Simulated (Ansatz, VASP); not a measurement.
# ZnAu in VASP and in Ansatz

File INCAR:

```
SYSTEM = ZnAu
  PREC = Accurate
  ENCUT = 520
  EDIFF = 1E-6
  ISMEAR = 0
  SIGMA = 0.15
  LREAL = .False.
  LASPH = .True.
  NELM = 60
  ALGO = Fast
  ISIF = 2
  LWAVE = .False.
  LCHARG = .True.
  GGA = CA
  LELF = .True.
  LVHAR = .True.
  NBANDS = 18
```

Contents of KPOINTS:

```
Automatic mesh
0
Gamma
  16 16 16
  0 0 0
```

POSCAR

```
ZnAu
1.0
    3.1901149467      0.0000000000      0.0000000000
    0.0000000000      3.1901149467      0.0000000000
    0.0000000000      0.0000000000      3.0625103488
Zn Au
1 1
Direct
    0.5000000000      0.5000000000      0.5000000000
    0.0000000000      0.0000000000      0.0000000000
```

Input for Ansatz:

```yaml
crystal:
  lattice:
    - [3.1901149467, 0.0, 0.0]
    - [0.0, 3.1901149467, 0.0]
    - [0.0, 0.0, 3.0625103488]
  atoms:
    - { symbol: Zn, position: [0.5, 0.5, 0.5] }
    - { symbol: Au, position: [0.0, 0.0, 0.0] }
basis:
  ecutwfc: 420
kpoints:
  mp_grid: { grid: [16, 16, 16] }
hamiltonian:
  xc: lda
scf:
  occupations: { method: gaussian, width: 0.15 }
output:
  forces: true
  stress: true
  eigenvalues: true
```

Alike in both runs: task single point; functional LDA; k mesh 16 × 16 × 16; occupations gaussian, width 0.15 eV; no spin polarisation.

|  | VASP | Ansatz |
| --- | --- | --- |
| version | VASP 6.6.1 | Ansatz 0.2.0 |
| potentials or method | VASP PAW LDA potentials, release 64 (Zn, Au), cutoff 520 eV | scalar-relativistic, plane waves, PAW |
| valence electrons in the cell | 23 | 31 |

```csv
,VASP,Ansatz,Ansatz less VASP
gap on the k mesh at the Fermi level (eV),none,none,-
pressure (GPa),-6.2,-6.8,-0.66
"traceless stress, the component that is largest in VASP (GPa)",0.16,0.17,+0.009
```

LDA's correlation is that of Perdew and Zunger in VASP and of Perdew and Wang (1992) in Ansatz. A gap of «none» marks a metal or a gap that the smearing closes. VASP's potentials hold 23 valence electrons a cell and Ansatz's 31, so a difference there can come from the potentials and not from the codes.

Spin-orbit coupling is off throughout.
